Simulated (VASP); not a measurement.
Write the native input for VASP 6.6.1 that does the following.

```yaml
Task: single point
Functional: LDA
Potentials_or_basis: VASP PAW LDA potentials, release 64 (Cd, Te)
Cutoff: 500 eV
k_mesh: 10 × 10 × 10
Occupations: gaussian, width 0.02 eV
Spin: no spin polarisation
Dipole_correction: no
Further_INCAR_settings: ALGO = Normal; EDIFF = 1e-06; NBANDS = 16
```

The structure of CdTe lies in POSCAR:

```
CdTe
1.0
    0.0000000000      3.1626696605      3.1626696605
    3.1626696605      0.0000000000      3.1626696605
    3.1626696605      3.1626696605      0.0000000000
Cd Te
1 1
Direct
    0.0000000000      0.0000000000      0.0000000000
    0.2500000000      0.2500000000      0.2500000000
```

One way to write it, as run:

INCAR

```
SYSTEM = CdTe
PREC     = Accurate       ! precision mode
ENCUT    = 500            ! plane-wave cutoff, eV
EDIFF    = 1E-6           ! SCF threshold, eV
ISMEAR   = 0              ! smearing method
SIGMA    = 0.02           ! smearing width, eV
LREAL    = .False.        ! projectors in reciprocal space
LASPH    = .True.         ! aspherical terms in the spheres
NELM     = 120            ! most SCF steps
ALGO     = Normal         ! electronic algorithm
ISIF     = 2              ! what is computed and relaxed
LWAVE    = .False.        ! write WAVECAR
LCHARG   = .False.        ! write CHGCAR
NBANDS   = 16             ! bands
GGA_COMPAT= .False.
```

KPOINTS

```
Automatic mesh
0
Gamma
  10 10 10
  0 0 0
```

Potentials or basis: VASP PAW LDA potentials, release 64 (Cd, Te).

Launch:

```bash
$ cat potpaw_LDA.64/Cd/POTCAR potpaw_LDA.64/Te/POTCAR > POTCAR
$ mpirun -np 1 vasp_std > vasp.out
```

It gave:

* Pressure: 2.3 GPa
* Band gap on the k mesh: 0.78 eV

Caveat: spin-orbit coupling is left out, which moves the levels of the heavy elements.

Wall time 88 s on 1 thread of AMD EPYC 7R13, on a shared host, peak memory 0.17 GiB.
